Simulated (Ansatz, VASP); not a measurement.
## Os in VASP and in Ansatz

INCAR

```
SYSTEM = Os
  PREC = Accurate
  ENCUT = 520
  EDIFF = 1E-6
  ISMEAR = -1
  SIGMA = 0.1
  LREAL = .FALSE.
  LASPH = .TRUE.
  NELM = 80
  ALGO = Normal
  ISIF = 2
  LWAVE = .FALSE.
  LCHARG = .TRUE.
  GGA = PE
  LELF = .TRUE.
  LVHAR = .TRUE.
  NBANDS = 19
```

KPOINTS

```
regular mesh
0
G
  9 9 13
  0 0 0
```

POSCAR

```
Os
1.0
    4.3227249641      0.0000000000      0.0000000000
   -2.1613624821      3.7435896325      0.0000000000
    0.0000000000      0.0000000000      2.7220010480
Os
3
Direct
    0.0000000000      0.0000000000      0.0000000000
    0.3333333333      0.6666666667      0.5000000000
    0.6666666667      0.3333333333      0.5000000000
```

Input for Ansatz:

```yaml
crystal:
  lattice:
    - [4.3227249641, 0.0, 0.0]
    - [-2.1613624821, 3.7435896325, 0.0]
    - [0.0, 0.0, 2.722001048]
  atoms:
    - { symbol: Os, position: [0.0, 0.0, 0.0] }
    - { symbol: Os, position: [0.3333333333, 0.6666666667, 0.5] }
    - { symbol: Os, position: [0.6666666667, 0.3333333333, 0.5] }
kpoints:
  mp_grid: { grid: [9, 9, 13] }
scf:
  occupations: { method: fermi_dirac, width: 0.1 }
hamiltonian:
  xc: pbe
  pseudopotentials: { kind: nc }
output:
  forces: true
  stress: true
  eigenvalues: true
```

Change from the starting cell: volume scaled by 1, norm-conserving files.

Alike in both runs: task single point; functional PBE; k mesh 9 × 9 × 13; occupations fermi-dirac, width 0.1 eV; no spin polarisation.

|  | VASP | Ansatz |
| --- | --- | --- |
| version | VASP 6.6.1 | Ansatz 0.2.0 |
| potentials or method | VASP PAW PBE potentials, release 64 (Os) | scalar-relativistic |
| plane-wave cutoff (eV) | 520 | 1007 |
| valence electrons in the cell | 24 | 48 |

```csv
,VASP,Ansatz,Ansatz less VASP
pressure (GPa),-0.2,0.1,+0.35
"traceless stress, the component that is largest in VASP (GPa)",0.18,-0.06,-0.243
```

With one functional, cell and mesh, what is left measures potentials, basis and numerics. VASP's potentials hold 24 valence electrons a cell and Ansatz's 48, so a difference there can come from the potentials and not from the codes.

Neither program's run includes spin-orbit coupling.
